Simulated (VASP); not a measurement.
Here is a VASP 6.6.1 calculation.

File INCAR:

```
PREC = Accurate
ENCUT = 520
EDIFF = 1E-6
ISMEAR = -1
SIGMA = 0.02
LREAL = Auto
LASPH = True
NELM = 100
ALGO = Normal
ISIF = 2
LWAVE = False
LCHARG = False
GGA = PE
IVDW = 12
NBANDS = 34
```

File KPOINTS:

```
Automatic mesh
0
Gamma
  1 1 1
```

POSCAR

```
H11NO4
1.0
    5.4175020000      0.0000000000      0.0000000000
    0.0000000000      5.4175020000      0.0000000000
    0.0000000000      0.0000000000      5.4175020000
O H N
4 11 1
Direct
    0.8223162631      0.6974985888      0.2998060730
    1.1848818884      1.0173138838      1.1584305830
    0.6402951028      0.5056204871      0.8505765203
    0.9895889286      0.2812366290      0.6096536743
    0.6864418324      0.7160495741      0.4286292834
    0.7828515799      0.6290353008      0.1217719901
    1.1416700908      0.9519147386      1.0024915542
    1.1409686605      0.8833406984      1.2693304036
    0.4900413512      0.5120071945      0.9365571069
    0.6284815400      0.6875308952      0.8025654628
    1.0023254260      0.4251959667      0.4762342497
    0.8572031907      0.1705029366      0.5187999931
    0.4659896757      1.1091827931      0.8162064361
    0.5789568698      1.1421130994      0.5294137409
    0.3658143550      0.9525238754      0.5726809146
    0.5225286488      0.9857679794      0.6562618712
```

Potentials or basis: VASP PAW PBE potentials, release 64 (O, H, N).

Command:

```sh
$ cat potpaw_PBE.64/O/POTCAR potpaw_PBE.64/H/POTCAR potpaw_PBE.64/N/POTCAR > POTCAR
$ mpirun -np 1 vasp_gam > vasp.out
```

Problem. What does it give for the dispersion energy per atom?

Solution. -0.034 eV.

Problem. Estimate the pressure.

Solution. -2.8 GPa.

Problem. Estimate the largest force.

Solution. 4.837 eV/Å.

Stress tensor (GPa, compression positive):
```
 3.58  0.69 -0.03
 0.69 -6.28  0.07
-0.03  0.07 -5.60
```

Caveat: the k points lie up to 1.16 Å⁻¹ apart; the atoms stand as in a frame of molecular dynamics.
